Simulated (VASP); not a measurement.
Set up this calculation in VASP 6.6.1, as the native input.

```
Task                   : single point
Functional             : PBE
Potentials or basis    : VASP PAW PBE potentials, release 64 (Rh_pv, N)
Cutoff                 : 520 eV
k mesh                 : 6 × 6 × 6
Occupations            : gaussian, width 0.1 eV
Spin                   : no spin polarisation
Dipole correction      : no
Further INCAR settings : ALGO = Normal; EDIFF = 1e-06; NBANDS = 24
```

The structure of Rh2N lies in POSCAR:

```
Rh2N
1.0
    4.1232792119      0.0000000000      0.0000000000
   -2.0616396059      3.5708645444      0.0000000000
    0.0000000000      0.0000000000      2.6514246481
Rh N
2 1
Direct
    0.3333333333      0.6666666667      0.5000000000
    0.6666666667      0.3333333333      0.5000000000
    0.0000000000      0.0000000000      0.0000000000
```

The input as run:

INCAR

```
PREC = Accurate
ENCUT = 520
EDIFF = 1E-6
ISMEAR = 0
SIGMA = 0.1
LREAL = F
LASPH = T
NELM = 80
ALGO = Normal
ISIF = 2
LWAVE = F
LCHARG = F
GGA = PE
NBANDS = 24
```

KPOINTS

```
regular mesh
0
Gamma
  6 6 6
```

Potentials or basis: VASP PAW PBE potentials, release 64 (Rh_pv, N).

Launch:

```sh
$ cat potpaw_PBE.64/Rh_pv/POTCAR potpaw_PBE.64/N/POTCAR > POTCAR
$ mpirun -np 1 vasp_std > vasp.out
```

It gave:

```
Pressure : -0.1 GPa
```

Caveat: the k points lie up to 0.39 Å⁻¹ apart.

Run time: 14 s on 1 thread of Intel(R) Xeon(R) Platinum 8375C CPU @ 2.90GHz (Ice Lake), with other jobs on the host, peak memory 0.16 GiB.
